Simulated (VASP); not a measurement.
# Ta in VASP: further runs

The runs below take Ta through single point, with LDA.

Everything below comes from runs of VASP 6.6.1. Logs are shortened: lines on timing, memory, paths and dates and some standing lists are left out, and cuts for length are marked.

## 1. The cell of the first run

The cell holds a slab with vacuum, 5 atoms: a = 4.600 Å, b = 4.600 Å, c = 19.756 Å, α = 90.00°, β = 90.00°, γ = 120.00°.

## 2. Single point, LDA

Contents of INCAR:

```
PREC = Accurate ; ENCUT = 400
EDIFF = 1E-6 ; ISMEAR = -1
SIGMA = 0.05 ; LREAL = F
LASPH = T ; NELM = 120
ALGO = Normal ; ISIF = 2
LWAVE = F ; LCHARG = F
NBANDS = 40 ; GGA_COMPAT = F
NELMDL = -8
```

Contents of KPOINTS:

```
Automatic mesh
0
Gamma
  10 10 1
```

Contents of POSCAR:

```
Ta
1.0
    4.6002256691      0.0000000000      0.0000000000
   -2.3001128346      3.9839122926      0.0000000000
    0.0000000000      0.0000000000     19.7561000000
Ta
5
Direct
    0.8333333333      0.1666666667      0.4169545150
    0.1666666667      0.8333333333      0.4556693267
    0.5000000000      0.5000000000      0.4999999459
    0.8333333333      0.1666666667      0.5443306958
    0.1666666667      0.8333333333      0.5830455166
```

Potentials or basis: VASP PAW LDA potentials, release 64 (Ta_sv_GW).

Started as:

```bash
> cat potpaw_LDA.64/Ta_sv_GW/POTCAR > POTCAR
> mpirun -np 1 vasp_std > vasp.out
```

OUTCAR:

```text
PREC = Accurate
   ENCUT = 400
   EDIFF = 1E-6
   ISMEAR = -1
   LREAL = F
   LASPH = T
   NELM = 120
   ISIF = 2
   NELMDL = -8

 ion  position               nearest neighbor table
   1  0.833  0.167  0.417-   4 2.52   2 2.76   2 2.76   2 2.76   3 3.12   3 3.12   3 3.12
   2  0.167  0.833  0.456-   5 2.52   1 2.76   1 2.76   1 2.76   3 2.80   3 2.80   3 2.80   4 3.18
                             4 3.18   4 3.18
   3  0.500  0.500  0.500-   2 2.80   2 2.80   2 2.80   4 2.80   4 2.80   4 2.80   1 3.12   1 3.12
                             1 3.12   5 3.12   5 3.12   5 3.12
   4  0.833  0.167  0.544-   1 2.52   5 2.76   5 2.76   5 2.76   3 2.80   3 2.80   3 2.80   2 3.18
                             2 3.18   2 3.18
   5  0.167  0.833  0.583-   2 2.52   4 2.76   4 2.76   4 2.76   3 3.12   3 3.12   3 3.12

  LATTYP: Found a hexagonal cell.
 ALAT       =     4.6002256691
 C/A-ratio  =     4.2945936615

  Lattice vectors:

 A1 = (   4.6002256691,   0.0000000000,   0.0000000000)
 A2 = (  -2.3001128346,   3.9839122926,   0.0000000000)
 A3 = (   0.0000000000,   0.0000000000,  19.7561000000)

Analysis of symmetry for initial positions (statically):
=====================================================================
 Subroutine PRICEL returns:
 Original cell was already a primitive cell.

 Routine SETGRP: Setting up the symmetry group for a
 hexagonal supercell.

 Subroutine GETGRP returns: Found 12 space group operations
 (whereof  4 operations were pure point group operations)
 out of a pool of 24 trial point group operations.

The static configuration has the point symmetry C_2h.
 The point group associated with its full space group is D_3d.

Analysis of symmetry for dynamics (positions and initial velocities):
=====================================================================
 Subroutine PRICEL returns:
 Original cell was already a primitive cell.

 Routine SETGRP: Setting up the symmetry group for a
 hexagonal supercell.

 Subroutine GETGRP returns: Found 12 space group operations
 (whereof  4 operations were pure point group operations)
 out of a pool of 24 trial point group operations.

The dynamic configuration has the point symmetry C_2h.
 The point group associated with its full space group is D_3d.

 Subroutine INISYM returns: Found 12 space group operations
 (whereof  4 operations are pure point group operations),
 and found     1 'primitive' translations

----------------------------------------------------------------------------------------
[... 89 lines left out ...]
   LREAL  =      F    real-space projection
   EDIFFG = 0.1E-04   stopping-criterion for IOM
   NSW    =      0    number of steps for IOM
   IBRION =     -1    ionic relax: 0-MD 1-quasi-New 2-CG
   NFREE  =      0    steps in history (QN), initial steepest desc. (CG)
   ISIF   =      2    stress and relaxation
   ISYM   =      2    0-nonsym 1-usesym 2-fastsym
   POTIM  = 0.5000    time-step for ionic-motion
   TEBEG  =    0.0;   TEEND  =   0.0 temperature during run
   PSTRESS=    0.0 pullay stress
   NELECT =      65.0000    total number of electrons
   NUPDOWN=      -1.0000    fix difference up-down
   EMIN   =  10.00;   EMAX   =-10.00  energy-range for DOS
   EFERMI =   0.00;   METHOD = LEGACY
   ISMEAR =    -1;   SIGMA  =   0.05  broadening in eV -4-tet -1-fermi 0-gaus
   EFERMI_NEDOS =   21; number of points for ismear=-14 and -15
   IALGO  =     38    algorithm
   IMIX   =      4    mixing-type and parameters
     AMIX     =   0.40;   BMIX     =  1.00
     AMIX_MAG =   1.60;   BMIX_MAG =  1.00
  volume/ion in A,a.u.               =      72.41       488.67
  Fermi-wavevector in a.u.,A,eV,Ry     =   0.923526  1.745212 11.604419  0.852901
  Thomas-Fermi vector in A             =   2.049172
   LORBIT       =      0    0 simple, 1 ext, 2 COOP (PROOUT), +10 PAW based schemes
   GGA     = CA    functional components
   LHFCALC =     F    Hartree Fock is set to
   AEXX    =    0.0000 exact exchange contribution
   IVDW    =     0    specifies the selected vdW correction
   LEPSILON=     F    determine dielectric tensor
   LRPA    =     F    only Hartree local field effects (RPA)
 non-spin polarized calculation
  energy-cutoff  :      400.00
  volume of cell :      362.07
 maximum number of plane-waves:      6613
 NGX is ok and might be reduce to    30
   NGX = 15   NGY = 15   NGZ = 65

 number of electron      65.0000009 magnetization

 Free energy of the ion-electron system (eV)
  ---------------------------------------------------
  ext. energy  EPLUGINS =         0.00000000
  ---------------------------------------------------
  free energy    TOTEN  =       -69.50922248 eV

  energy without entropy =      -69.46909796  energy(sigma->0) =      -69.48916022

 E-fermi :  -0.3083     XC(G=0):  -4.3720

 val. band max:       -0.3428655465   @ k =   0.3000   0.3000   0.0000
 cond. band min:      -0.2788880117   @ k =   0.4000   0.2000   0.0000
 fundamental gap:      0.0639775347
 Fermi energy:        -0.3082839818

 k-point     1 :       0.0000    0.0000    0.0000
  band No.  band energies     occupation
      1     -67.4656      2.00000
      2     -67.4330      2.00000
      3     -67.3814      2.00000
      4     -66.7712      2.00000
      5     -66.7637      2.00000
      6     -34.6686      2.00000
[... 591 lines left out ...]
     39       1.7268      0.00000
     40       1.7414      0.00000

------------------------ aborting loop because EDIFF is reached ----------------------------------------

  FORCE on cell =-STRESS in cart. coord.  units (eV):
  Direction    XX          YY          ZZ          XY          YZ          ZX
  --------------------------------------------------------------------------------------
  -------------------------------------------------------------------------------------
  Total       -5.0895956     -5.0895956     -0.4945543      0.0000000     -0.0000000     -0.0000000
  in kB      -22.5218333    -22.5218333     -2.1884392      0.0000000     -0.0000000     -0.0000000
  external PRESSURE =     -15.7440352 kB  Pullay stress =       0.0000000 kB

 VOLUME and BASIS-vectors are now :
 -----------------------------------------------------------------------------
  energy-cutoff  :      400.00
  volume of cell :      362.07
      direct lattice vectors                 reciprocal lattice vectors
     4.600225669  0.000000000  0.000000000     0.217380640  0.125504771  0.000000000
    -2.300112835  3.983912293  0.000000000     0.000000000  0.251009542  0.000000000
     0.000000000  0.000000000 19.756100000     0.000000000  0.000000000  0.050617278

 POSITION                                       TOTAL-FORCE (eV/Angst)
 -----------------------------------------------------------------------------------
      3.45017      0.66399      8.23740         0.000000     -0.000000     -0.051979
     -1.15006      3.31993      9.00225        -0.000000      0.000000     -0.042157
      1.15006      1.99196      9.87805        -0.000000     -0.000000      0.000000
      3.45017      0.66399     10.75385         0.000000     -0.000000      0.042157
     -1.15006      3.31993     11.51871        -0.000000      0.000000      0.051979
 -----------------------------------------------------------------------------------
    total drift:                                0.000004     -0.000002      0.005353

  FREE ENERGIE OF THE ION-ELECTRON SYSTEM (eV)
  ---------------------------------------------------
  free  energy   TOTEN  =       -69.5092224836 eV

  energy  without entropy=      -69.4690979601  energy(sigma->0) =      -69.48916022
```

Wall time 3.6 min (1 thread of Intel Xeon 6975P-C (Granite Rapids), shared host); peak memory 0.33 GiB.

What came out:

```yaml
Free_energy: -69.5092 eV
Largest_force: 0.052 eV/Å
Band_gap_on_the_k_mesh: zero (an odd number of electrons rules out a gap without spin polarisation)
```

Forces in eV/Å, atoms in the order of the input:
```
Ta   0.000  0.000 -0.052
Ta   0.000  0.000 -0.042
Ta   0.000  0.000  0.000
Ta   0.000  0.000  0.042
Ta   0.000  0.000  0.052
```

Caveat: there is no dipole correction, which matters where the two faces differ; spin-orbit coupling is left out, which moves the levels of the heavy elements.

## 3. Single point, LDA

Contents of INCAR:

```
ALGO = Normal
DIPOL = 0.5 0.5 0.500
EDIFF = 1E-6
EFIELD = -0.3
ENCUT = 400
GGA = CA
GGA_COMPAT = False
IDIPOL = 3
ISIF = 2
ISMEAR = -1
LASPH = True
LCHARG = False
LDIPOL = True
LREAL = False
LWAVE = False
NBANDS = 40
NELM = 120
NELMDL = -8
PREC = Accurate
SIGMA = 0.05
```

Contents of KPOINTS:

```
k-points
0
Gamma
  10 10 1
```

POSCAR is that of step 2.

Potentials or basis: VASP PAW LDA potentials, release 64 (Ta_sv_GW).

Started as:

```bash
> cat potpaw_LDA.64/Ta_sv_GW/POTCAR > POTCAR
> mpirun -np 1 vasp_std > vasp.out
```

OUTCAR:

```text
EDIFF = 1E-6
   ENCUT = 400
   GGA = CA
   ISIF = 2
   ISMEAR = -1
   LASPH = True
   LREAL = False
   NELM = 120
   NELMDL = -8
   PREC = Accurate

 ion  position               nearest neighbor table
   1  0.833  0.167  0.417-   4 2.52   2 2.76   2 2.76   2 2.76   3 3.12   3 3.12   3 3.12
   2  0.167  0.833  0.456-   5 2.52   1 2.76   1 2.76   1 2.76   3 2.80   3 2.80   3 2.80   4 3.18
                             4 3.18   4 3.18
   3  0.500  0.500  0.500-   2 2.80   2 2.80   2 2.80   4 2.80   4 2.80   4 2.80   1 3.12   1 3.12
                             1 3.12   5 3.12   5 3.12   5 3.12
   4  0.833  0.167  0.544-   1 2.52   5 2.76   5 2.76   5 2.76   3 2.80   3 2.80   3 2.80   2 3.18
                             2 3.18   2 3.18
   5  0.167  0.833  0.583-   2 2.52   4 2.76   4 2.76   4 2.76   3 3.12   3 3.12   3 3.12

  LATTYP: Found a hexagonal cell.
 ALAT       =     4.6002256691
 C/A-ratio  =     4.2945936615

  Lattice vectors:

 A1 = (   4.6002256691,   0.0000000000,   0.0000000000)
 A2 = (  -2.3001128346,   3.9839122926,   0.0000000000)
 A3 = (   0.0000000000,   0.0000000000,  19.7561000000)

Analysis of symmetry for initial positions (statically):
=====================================================================
 Subroutine PRICEL returns:
 Original cell was already a primitive cell.
[... 184 lines left out ...]
      4     -66.7832      2.00000
      5     -66.7746      2.00000
      6     -34.6814      2.00000
[... 591 lines left out ...]
     39       1.6923      0.00000
     40       1.7532      0.00000

------------------------ aborting loop because EDIFF is reached ----------------------------------------

 vacuum level on the upper side and lower side of the slab       (xc-potential included)         1.716        -2.067

  FORCE on cell =-STRESS in cart. coord.  units (eV):
  Direction    XX          YY          ZZ          XY          YZ          ZX
  --------------------------------------------------------------------------------------
  -------------------------------------------------------------------------------------
  Total       -5.0744869     -5.0744869     -0.5223384      0.0000000      0.0000000     -0.0000000
  in kB      -22.4549762    -22.4549762     -2.3113858      0.0000000      0.0000000     -0.0000000
  external PRESSURE =     -15.7404460 kB  Pullay stress =       0.0000000 kB

 VOLUME and BASIS-vectors are now :
 -----------------------------------------------------------------------------
  energy-cutoff  :      400.00
  volume of cell :      362.07
      direct lattice vectors                 reciprocal lattice vectors
     4.600225669  0.000000000  0.000000000     0.217380640  0.125504771  0.000000000
    -2.300112835  3.983912293  0.000000000     0.000000000  0.251009542  0.000000000
     0.000000000  0.000000000 19.756100000     0.000000000  0.000000000  0.050617278

 POSITION                                       TOTAL-FORCE (eV/Angst)
 -----------------------------------------------------------------------------------
      3.45017      0.66399      8.23740         0.000000     -0.000000      0.007040
     -1.15006      3.31993      9.00225         0.000000      0.000000     -0.101254
      1.15006      1.99196      9.87805         0.000000      0.000000     -0.016548
      3.45017      0.66399     10.75385        -0.000000      0.000000     -0.013793
     -1.15006      3.31993     11.51871         0.000000      0.000000      0.124555
 -----------------------------------------------------------------------------------
    total drift:                                0.000004     -0.000002      0.001231

  FREE ENERGIE OF THE ION-ELECTRON SYSTEM (eV)
  ---------------------------------------------------
  free  energy   TOTEN  =       -69.5402144783 eV

  energy  without entropy=      -69.5000392554  energy(sigma->0) =      -69.52012687

 vacuum level on the upper side and lower side of the slab         5.388         1.662
```

stdout:

```text
POSCAR found type information on POSCAR Ta
 POSCAR found :  1 types and       5 ions
 scaLAPACK will be used
 LDA part: xc-table for (Slater(with rela. corr.)+CA(PZ))
 , standard interpolation
 POSCAR, INCAR and KPOINTS ok, starting setup
 FFT: planning ... GRIDC
 FFT: planning ... GRID_SOFT
 FFT: planning ... GRID
 WAVECAR not read
 entering main loop
```

Run time: 7.3 min. Hardware: 1 thread of AMD EPYC 7R43 (Zen 3), shared host; peak memory 0.29 GiB.

What came out:

```
Free energy            : -69.5402 eV
Largest force          : 0.125 eV/Å
Band gap on the k mesh : zero (an odd number of electrons rules out a gap without spin polarisation)
```

Forces on the atoms (eV/Å):
```
Ta   0.000  0.000  0.007
Ta   0.000  0.000 -0.101
Ta   0.000  0.000 -0.017
Ta   0.000  0.000 -0.014
Ta   0.000  0.000  0.125
```

Caveat: spin-orbit coupling is left out, which moves the levels of the heavy elements.

The gap in the log of VASP goes by the Fermi energy; the results here count the filled bands.